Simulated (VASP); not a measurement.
Runs of VASP 6.6.1 on SiSn2Ge3. The structure is that of space group P6mm (No. 183), or close to it. The cells are those of the table. 

| task | cell | k mesh | cutoff (eV) | gap on the mesh (eV) | pressure (GPa) | relaxed volume (Å³/atom) | largest force (eV/Å) |
| --- | --- | --- | --- | --- | --- | --- | --- |
| single point | a = 5.822, b = 5.822, c = 4.089 Å, angles 90.0, 90.0, 120.0°, 6 atoms | 3 × 3 × 4 | 520 | none | 20.5 | - | (a) |
| single point | a = 5.534, b = 5.534, c = 5.560 Å, angles 90.0, 90.0, 120.0°, 6 atoms | 12 × 12 × 8 | 520 | none | 0.0 | - | - |
| relaxation of cell and atoms | relaxed from a = 5.470, b = 5.470, c = 5.730 Å, angles 90.0, 90.0, 120.0°, 6 atoms | 6 × 6 × 4 | 600 | none | -0.2 | 24.70 | 0.03 |
| relaxation of cell and atoms | relaxed from a = 5.822, b = 5.822, c = 4.089 Å, angles 90.0, 90.0, 120.0°, 6 atoms | 3 × 3 × 4 | 600 | none | 0.1 | (b) | 0.03 |
| single point | a = 5.587, b = 5.587, c = 5.478 Å, angles 90.0, 90.0, 120.0°, 6 atoms | 6 × 6 × 4 | 520 | none | -0.2 | - | 0.02 |
| single point | a = 5.470, b = 5.470, c = 5.730 Å, angles 90.0, 90.0, 120.0°, 6 atoms | 3 × 3 × 4 | 520 | none | -0.1 | - | 0.02 |

Alike in all rows: level PBE; potentials or basis VASP PAW PBE potentials, release 64 (Si, Sn_d, Ge_d); no spin polarisation; smearing gaussian 0.1 eV.

**Question.** Fill in the values left out.

**Answer.** (a) 0.10; (b) 25.20.

Caveats: some runs use coarse meshes; spin-orbit coupling is left out, which moves the levels of the heavy elements; the volume moved by over 15 % at a fixed basis, so the end points are rough (some runs).

A k mesh can miss the band edges, and the runs leave out spin-orbit coupling on Ge, Sn.

A gap of «none» marks levels without a gap at the run's occupations.
